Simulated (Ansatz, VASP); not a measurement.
## One calculation of S, two programs

INCAR

```
SYSTEM = S
PREC = Accurate ; ENCUT = 520
EDIFF = 1E-6 ; ISMEAR = -1
SIGMA = 0.05 ; LREAL = .False.
LASPH = .True. ; NELM = 60
ALGO = Normal ; ISIF = 2
LWAVE = .False. ; LCHARG = .True.
LELF = .True. ; LVHAR = .True.
NBANDS = 13
```

File KPOINTS:

```
Automatic mesh
0
Gamma
  13 13 13
  0 0 0
```

POSCAR

```
S
1.0
    0.0000000000      2.7693600248      2.7693600248
    2.7693600248      0.0000000000      2.7693600248
    2.7693600248      2.7693600248      0.0000000000
S
2
Direct
   -0.1250000000     -0.1250000000     -0.1250000000
    0.1250000000      0.1250000000      0.1250000000
```

Input for Ansatz:

```yaml
crystal:
  lattice:
    - [0.0, 2.7693600248, 2.7693600248]
    - [2.7693600248, 0.0, 2.7693600248]
    - [2.7693600248, 2.7693600248, 0.0]
  atoms:
    - { symbol: S, position: [-0.125, -0.125, -0.125] }
    - { symbol: S, position: [0.125, 0.125, 0.125] }
kpoints:
  mp_grid: { grid: [13, 13, 13] }
scf:
  occupations: { method: fermi_dirac, width: 0.05 }
hamiltonian:
  xc: lda
  pseudopotentials: { kind: paw }
output:
  forces: true
  stress: true
  eigenvalues: true
  populations: true
```

Change from the starting cell: volume scaled by 0.95, PAW files.

Alike in both runs: task single point; functional LDA; k mesh 13 × 13 × 13; occupations fermi-dirac, width 0.05 eV; no spin polarisation.

|  | VASP | Ansatz |
| --- | --- | --- |
| version | VASP 6.6.1 | Ansatz 0.2.0 |
| potentials or method | VASP PAW LDA potentials, release 64 (S) | PAW with Ansatz's default frozen-core files, scalar-relativistic |
| plane-wave cutoff (eV) | 520 | 420 |
| valence electrons in the cell | 12 | 12 |

|  | VASP | Ansatz | Ansatz less VASP |
| --- | --- | --- | --- |
| pressure (GPa) | 2.9 | 2.9 | -0.04 |

LDA's correlation is that of Perdew and Zunger in VASP and of Perdew and Wang (1992) in Ansatz.
